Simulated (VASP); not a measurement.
# CdS (rocksalt type) (Fm-3m) in VASP: further runs

CdS (rocksalt type) is run at these levels: r2SCAN; tasks: single point, relaxation of cell and atoms.

All numbers are computed with VASP 6.6.1; they aren't measurements. Logs are shortened: lines on timing, memory, paths and dates and some standing lists are left out, and cuts for length are marked.

## Step 1: The cell of the first run

Symmetry: Fm-3m, No. 225, cubic system. The conventional cell has a = 5.453 Å, b = 5.453 Å, c = 5.453 Å, α = 90.00°, β = 90.00°, γ = 90.00°. Cd (site symmetry m-3m) has 6 S at 2.73 Å within 3.6 Å. Within 3.6 Å of S (site symmetry m-3m) lie 6 Cd at 2.73 Å.

## Step 2: Single point, r2SCAN

Input file POSCAR:

```
CdS
1.0
    0.0000000000      2.7267209015      2.7267209015
    2.7267209015      0.0000000000      2.7267209015
    2.7267209015      2.7267209015      0.0000000000
Cd S
1 1
Direct
    0.0000000000      0.0000000000      0.0000000000
    0.5000000000      0.5000000000      0.5000000000
```

Input file INCAR.step1:

```
SYSTEM = CdS
PREC = Accurate
ENCUT = 520
ISMEAR = -1
SIGMA = 0.05
LREAL = .FALSE.
LASPH = .TRUE.
NELM = 60
NBANDS = 16
GGA = PE
ALGO = Normal
EDIFF = 1E-4
LWAVE = .TRUE.
LCHARG = .FALSE.
```

Input file INCAR.step2:

```
SYSTEM = CdS
PREC = Accurate
ENCUT = 520
EDIFF = 1E-6
ISMEAR = -1
SIGMA = 0.05
LREAL = .FALSE.
LASPH = .TRUE.
NELM = 60
ALGO = Normal
ISIF = 2
LWAVE = .FALSE.
LCHARG = .FALSE.
METAGGA = R2SCAN
LMIXTAU = .TRUE.
NBANDS = 16
ISTART = 1
```

Input file KPOINTS:

```
regular mesh
0
G
  14 14 14
  0 0 0
```

Potentials or basis: VASP PAW PBE potentials, release 64 (Cd, S).

Started as:

```console
> cat potpaw_PBE.64/Cd/POTCAR potpaw_PBE.64/S/POTCAR > POTCAR
> cp INCAR.step1 INCAR
> mpirun -np 1 vasp_std > vasp.out
> cp INCAR.step2 INCAR
> mpirun -np 1 vasp_std > vasp.out
```

OUTCAR:

```text
SYSTEM = CdS
   PREC = Accurate
   ENCUT = 520
   EDIFF = 1E-6
   ISMEAR = -1
   LREAL = .FALSE.
   LASPH = .TRUE.
   NELM = 60
   ISIF = 2
   METAGGA = R2SCAN
   ISTART = 1

 ion  position               nearest neighbor table
   1  0.000  0.000  0.000-   2 2.73   2 2.73   2 2.73   2 2.73   2 2.73   2 2.73
   2  0.500  0.500  0.500-   1 2.73   1 2.73   1 2.73   1 2.73   1 2.73   1 2.73

  LATTYP: Found a face centered cubic cell.
 ALAT       =     5.4534418030

  Lattice vectors:

 A1 = (   0.0000000000,   2.7267209015,   2.7267209015)
 A2 = (   2.7267209015,   0.0000000000,   2.7267209015)
 A3 = (   2.7267209015,   2.7267209015,   0.0000000000)

Analysis of symmetry for initial positions (statically):
=====================================================================
 Subroutine PRICEL returns:
 Original cell was already a primitive cell.

 Routine SETGRP: Setting up the symmetry group for a
 face centered cubic supercell.

 Subroutine GETGRP returns: Found 48 space group operations
 (whereof 48 operations were pure point group operations)
 out of a pool of 48 trial point group operations.

The static configuration has the point symmetry O_h .

Analysis of symmetry for dynamics (positions and initial velocities):
=====================================================================
 Subroutine PRICEL returns:
 Original cell was already a primitive cell.

 Routine SETGRP: Setting up the symmetry group for a
 face centered cubic supercell.

 Subroutine GETGRP returns: Found 48 space group operations
 (whereof 48 operations were pure point group operations)
 out of a pool of 48 trial point group operations.

The dynamic configuration has the point symmetry O_h .

 Subroutine INISYM returns: Found 48 space group operations
 (whereof 48 operations are pure point group operations),
 and found     1 'primitive' translations

----------------------------------------------------------------------------------------

                                     Primitive cell

  volume of cell :      40.5464

  direct lattice vectors                    reciprocal lattice vectors
     0.000000000  2.726720901  2.726720901    -0.183370436  0.183370436  0.183370436
     2.726720901  0.000000000  2.726720901     0.183370436 -0.183370436  0.183370436
     2.726720901  2.726720901  0.000000000     0.183370436  0.183370436 -0.183370436

  length of vectors
     3.856165680  3.856165680  3.856165680     0.317606911  0.317606911  0.317606911

  position of ions in fractional coordinates (direct lattice)
     0.000000000  0.000000000  0.000000000
     0.500000000  0.500000000  0.500000000

  ion indices of the primitive-cell ions
   primitive index   ion index
                 1           1
                 2           2

----------------------------------------------------------------------------------------

 KPOINTS: regular mesh

Automatic generation of k-mesh.
 Grid dimensions read from file:
 generate k-points for:   14   14   14

 Generating k-lattice:

  Cartesian coordinates                     Fractional coordinates (reciprocal lattice)
    -0.013097888  0.013097888  0.013097888     0.071428571  0.000000000  0.000000000
     0.013097888 -0.013097888  0.013097888     0.000000000  0.071428571  0.000000000
     0.013097888  0.013097888 -0.013097888     0.000000000  0.000000000  0.071428571

  Length of vectors
     0.022686208  0.022686208  0.022686208

  Shift w.r.t. Gamma in fractional coordinates (k-lattice)
     0.000000000  0.000000000  0.000000000

 Subroutine IBZKPT returns following result:
 ===========================================

 Found    104 irreducible k-points:

 Following reciprocal coordinates:
            Coordinates               Weight
  0.000000  0.000000  0.000000      1.000000
  0.071429  0.000000  0.000000      8.000000
  0.142857  0.000000  0.000000      8.000000
  0.214286  0.000000  0.000000      8.000000
  0.285714  0.000000  0.000000      8.000000
  0.357143  0.000000  0.000000      8.000000
[... 16 lines left out ...]
  0.214286  0.142857  0.000000     24.000000
  0.285714  0.142857  0.000000     24.000000
 [... further k-points ...]
   k-points           NKPTS =    104   k-points in BZ     NKDIM =    104   number of bands    NBANDS=     16
   number of dos      NEDOS =    301   number of ions     NIONS =      2
   total plane-waves  NPLWV =  27000
   dimension x,y,z NGX =    30 NGY =   30 NGZ =   30
   dimension x,y,z NGXF=    60 NGYF=   60 NGZF=   60
   ions per type =               1   1
   NGX,Y,Z   is equivalent  to a cutoff of  12.93, 12.93, 12.93 a.u.
   NGXF,Y,Z  is equivalent  to a cutoff of  25.87, 25.87, 25.87 a.u.
 SYSTEM =  CdS
   PREC   = accura    normal or accurate (medium, high low for compatibility)
   ISTART =      1    job   : 0-new  1-cont  2-samecut
   ICHARG =      0    charge: 1-file 2-atom 10-const
   ISPIN  =      1    spin polarized calculation?
   LNONCOLLINEAR =      F non collinear calculations
   LSORBIT =      F    spin-orbit coupling
   LASPH  =      T    aspherical Exc in radial PAW
   ENCUT  =  520.0 eV  38.22 Ry    6.18 a.u.   7.17  7.17  7.17*2*pi/ulx,y,z
   NELM   =     60;   NELMIN=  2; NELMDL=  0     # of ELM steps
   EDIFF  = 0.1E-05   stopping-criterion for ELM
   LREAL  =      F    real-space projection
   EDIFFG = 0.1E-04   stopping-criterion for IOM
   NSW    =      0    number of steps for IOM
   IBRION =     -1    ionic relax: 0-MD 1-quasi-New 2-CG
   NFREE  =      0    steps in history (QN), initial steepest desc. (CG)
   ISIF   =      2    stress and relaxation
   ISYM   =      2    0-nonsym 1-usesym 2-fastsym
   POTIM  = 0.5000    time-step for ionic-motion
   TEBEG  =    0.0;   TEEND  =   0.0 temperature during run
   PSTRESS=    0.0 pullay stress
   NELECT =      18.0000    total number of electrons
   NUPDOWN=      -1.0000    fix difference up-down
   EMIN   =  10.00;   EMAX   =-10.00  energy-range for DOS
   EFERMI =   0.00;   METHOD = LEGACY
   ISMEAR =    -1;   SIGMA  =   0.05  broadening in eV -4-tet -1-fermi 0-gaus
   EFERMI_NEDOS =   21; number of points for ismear=-14 and -15
   IALGO  =     38    algorithm
   IMIX   =      4    mixing-type and parameters
     AMIX     =   0.40;   BMIX     =  1.00
     AMIX_MAG =   1.60;   BMIX_MAG =  1.00
  volume/ion in A,a.u.               =      20.27       136.81
  Fermi-wavevector in a.u.,A,eV,Ry     =   1.248864  2.360010 21.220464  1.559660
  Thomas-Fermi vector in A             =   2.382931
   LORBIT       =      0    0 simple, 1 ext, 2 COOP (PROOUT), +10 PAW based schemes
   METAGGA = R2SCAN    functional components
   LHFCALC =     F    Hartree Fock is set to
   AEXX    =    0.0000 exact exchange contribution
   IVDW    =     0    specifies the selected vdW correction
   LEPSILON=     F    determine dielectric tensor
   LRPA    =     F    only Hartree local field effects (RPA)
 non-spin polarized calculation
  energy-cutoff  :      520.00
  volume of cell :       40.55
 maximum number of plane-waves:      1110
 NGX is ok and might be reduce to    30
   NGX = 15   NGY = 15   NGZ = 15

 number of electron      18.0000003 magnetization

 Free energy of the ion-electron system (eV)
  ---------------------------------------------------
  ext. energy  EPLUGINS =         0.00000000
  ---------------------------------------------------
  free energy    TOTEN  =       -29.52489494 eV

  energy without entropy =      -29.52488716  energy(sigma->0) =      -29.52489105

 E-fermi :   3.2099     XC(G=0): -11.0051

 val. band max:        2.7525754181   @ k =  -0.2857   0.1429   0.0000
 cond. band min:       3.4859956500   @ k =   0.5000   0.5000   0.0000
 fundamental gap:      0.7334202319
 Fermi energy:         3.2098691828

 k-point     1 :       0.0000    0.0000    0.0000
  band No.  band energies     occupation
      1     -10.5904      2.00000
      2      -5.1067      2.00000
      3      -5.1067      2.00000
      4      -5.1060      2.00000
      5      -5.1060      2.00000
      6      -5.1060      2.00000
[... 8 lines left out ...]
     15      15.1457      0.00000
     16      15.1457      0.00000

 k-point     2 :       0.0714    0.0000    0.0000
  band No.  band energies     occupation
      1     -10.5445      2.00000
      2      -5.1241      2.00000
      3      -5.1241      2.00000
      4      -5.1109      2.00000
      5      -5.0961      2.00000
      6      -5.0961      2.00000
[... 8 lines left out ...]
     15      14.1686      0.00000
     16      14.8789      0.00000

 k-point     3 :       0.1429    0.0000    0.0000
  band No.  band energies     occupation
      1     -10.4112      2.00000
      2      -5.1726      2.00000
      3      -5.1726      2.00000
      4      -5.1267      2.00000
      5      -5.0680      2.00000
      6      -5.0680      2.00000
[... 8 lines left out ...]
     15      13.6530      0.00000
     16      14.6264      0.00000

 k-point     4 :       0.2143    0.0000    0.0000
  band No.  band energies     occupation
      1     -10.2048      2.00000
      2      -5.2409      2.00000
      3      -5.2409      2.00000
      4      -5.1569      2.00000
      5      -5.0269      2.00000
      6      -5.0269      2.00000
[... 8 lines left out ...]
     15      13.9230      0.00000
     16      14.4200      0.00000

 k-point     5 :       0.2857    0.0000    0.0000
  band No.  band energies     occupation
      1      -9.9520      2.00000
      2      -5.3145      2.00000
      3      -5.3145      2.00000
      4      -5.2057      2.00000
      5      -4.9809      2.00000
      6      -4.9809      2.00000
[... 8 lines left out ...]
     15      14.5340      0.00000
     16      14.5340      0.00000

 k-point     6 :       0.3571    0.0000    0.0000
  band No.  band energies     occupation
      1      -9.6963      2.00000
      2      -5.3791      2.00000
      3      -5.3791      2.00000
      4      -5.2719      2.00000
      5      -4.9389      2.00000
      6      -4.9389      2.00000
[... 8 lines left out ...]
     15      15.3039      0.00000
     16      15.3040      0.00000

 k-point     7 :       0.4286    0.0000    0.0000
  band No.  band energies     occupation
      1      -9.4987      2.00000
      2      -5.4228      2.00000
      3      -5.4228      2.00000
      4      -5.3375      2.00000
      5      -4.9096      2.00000
      6      -4.9096      2.00000
[... 8 lines left out ...]
     15      16.0625      0.00000
     16      16.0625      0.00000

 k-point     8 :       0.5000    0.0000    0.0000
  band No.  band energies     occupation
      1      -9.4230      2.00000
      2      -5.4383      2.00000
      3      -5.4383      2.00000
      4      -5.3664      2.00000
      5      -4.8990      2.00000
      6      -4.8990      2.00000
[... 8 lines left out ...]
     15      16.4297      0.00000
     16      16.4297      0.00000

 k-point     9 :       0.0714    0.0714    0.0000
  band No.  band energies     occupation
      1     -10.5299      2.00000
      2      -5.1470      2.00000
      3      -5.1137      2.00000
      4      -5.1013      2.00000
      5      -5.0968      2.00000
      6      -5.0968      2.00000
[... 8 lines left out ...]
     15      15.4332      0.00000
     16      15.5570      0.00000
[... 172 lines left out ...]
 k-point    19 :      -0.2143    0.0714    0.0000
  band No.  band energies     occupation
      1     -10.0963      2.00000
      2      -5.2950      2.00000
      3      -5.2494      2.00000
      4      -5.1615      2.00000
      5      -5.0266      2.00000
      6      -4.9850      2.00000
[... 8 lines left out ...]
     15      14.8830      0.00000
     16      15.0285      0.00000

 k-point    20 :      -0.1429    0.0714    0.0000
  band No.  band energies     occupation
      1     -10.3147      2.00000
      2      -5.2247      2.00000
      3      -5.1846      2.00000
      4      -5.1340      2.00000
      5      -5.0656      2.00000
      6      -5.0306      2.00000
[... 8 lines left out ...]
     15      14.4917      0.00000
     16      15.2038      0.00000

 k-point    21 :      -0.0714    0.0714    0.0000
  band No.  band energies     occupation
      1     -10.4702      2.00000
      2      -5.1633      2.00000
      3      -5.1389      2.00000
      4      -5.1183      2.00000
      5      -5.0903      2.00000
      6      -5.0702      2.00000
[... 8 lines left out ...]
     15      14.3179      0.00000
     16      15.2693      0.00000

 k-point    22 :       0.1429    0.1429    0.0000
  band No.  band energies     occupation
      1     -10.3636      2.00000
      2      -5.2364      2.00000
      3      -5.1353      2.00000
      4      -5.0861      2.00000
      5      -5.0691      2.00000
      6      -5.0690      2.00000
[... 8 lines left out ...]
     15      15.8780      0.00000
     16      16.5497      0.00000

 k-point    23 :       0.2143    0.1429    0.0000
  band No.  band energies     occupation
      1     -10.2257      2.00000
      2      -5.2804      2.00000
      3      -5.1501      2.00000
      4      -5.1142      2.00000
      5      -5.0452      2.00000
      6      -5.0232      2.00000
[... 8 lines left out ...]
     15      15.5989      0.00000
     16      16.4958      0.00000

 k-point    24 :       0.2857    0.1429    0.0000
  band No.  band energies     occupation
      1     -10.0323      2.00000
      2      -5.3161      2.00000
      3      -5.1703      2.00000
      4      -5.1686      2.00000
      5      -5.0117      2.00000
      6      -4.9715      2.00000
[... 8 lines left out ...]
     15      15.7003      0.00000
     16      16.2869      0.00000

 [... further k-points ...]

------------------------ aborting loop because EDIFF is reached ----------------------------------------

  FORCE on cell =-STRESS in cart. coord.  units (eV):
  Direction    XX          YY          ZZ          XY          YZ          ZX
  --------------------------------------------------------------------------------------
  -------------------------------------------------------------------------------------
  Total        0.1206796      0.1206796      0.1206796      0.0000000      0.0000000      0.0000000
  in kB        4.7686161      4.7686161      4.7686161      0.0000000      0.0000000      0.0000000
  external PRESSURE =       4.7686161 kB  Pullay stress =       0.0000000 kB

 VOLUME and BASIS-vectors are now :
 -----------------------------------------------------------------------------
  energy-cutoff  :      520.00
  volume of cell :       40.55
      direct lattice vectors                 reciprocal lattice vectors
     0.000000000  2.726720901  2.726720901    -0.183370436  0.183370436  0.183370436
     2.726720901  0.000000000  2.726720901     0.183370436 -0.183370436  0.183370436
     2.726720901  2.726720901  0.000000000     0.183370436  0.183370436 -0.183370436

 POSITION                                       TOTAL-FORCE (eV/Angst)
 -----------------------------------------------------------------------------------
      0.00000      0.00000      0.00000         0.000000     -0.000000     -0.000000
      2.72672      2.72672      2.72672        -0.000000      0.000000      0.000000
 -----------------------------------------------------------------------------------
    total drift:                               -0.000000      0.000000      0.000000

  FREE ENERGIE OF THE ION-ELECTRON SYSTEM (eV)
  ---------------------------------------------------
  free  energy   TOTEN  =       -29.5248949379 eV

  energy  without entropy=      -29.5248871595  energy(sigma->0) =      -29.52489105
```

Run time: 2.3 min. Hardware: 1 thread of Intel Xeon 6975P-C (Granite Rapids), shared host; peak memory 0.21 GiB.

Results:

```yaml
Free_energy: -29.5249 eV
Pressure: 0.5 GPa
Band_gap_on_the_k_mesh: 0.73 eV, indirect (least direct gap 2.35 eV)
```

Levels at points of the mesh, in eV from the valence-band top:
| k point | band 5 | band 6 | band 7 | band 8 | band 9 | band 10 | band 11 | band 12 | band 13 | band 14 |
| --- | --- | --- | --- | --- | --- | --- | --- | --- | --- | --- |
| (0.00, 0.00, 0.00) | -7.86 | -7.86 | -0.77 | -0.77 | -0.77 | 1.59 | 9.73 | 9.73 | 9.73 | 11.98 |
| (0.50, 0.00, 0.00) | -7.65 | -7.65 | -4.92 | 0.00 | 0.00 | 4.05 | 6.46 | 6.46 | 7.60 | 13.07 |
| (0.50, 0.50, 0.00) | -7.59 | -6.85 | -4.36 | -2.20 | -2.20 | 0.73 | 6.42 | 10.78 | 12.28 | 12.28 |

Caveat: the PAW data sets were made with another functional, which shifts forces and pressure a little. A k mesh can miss the band edges.

(Continued in part 2 of 2.)
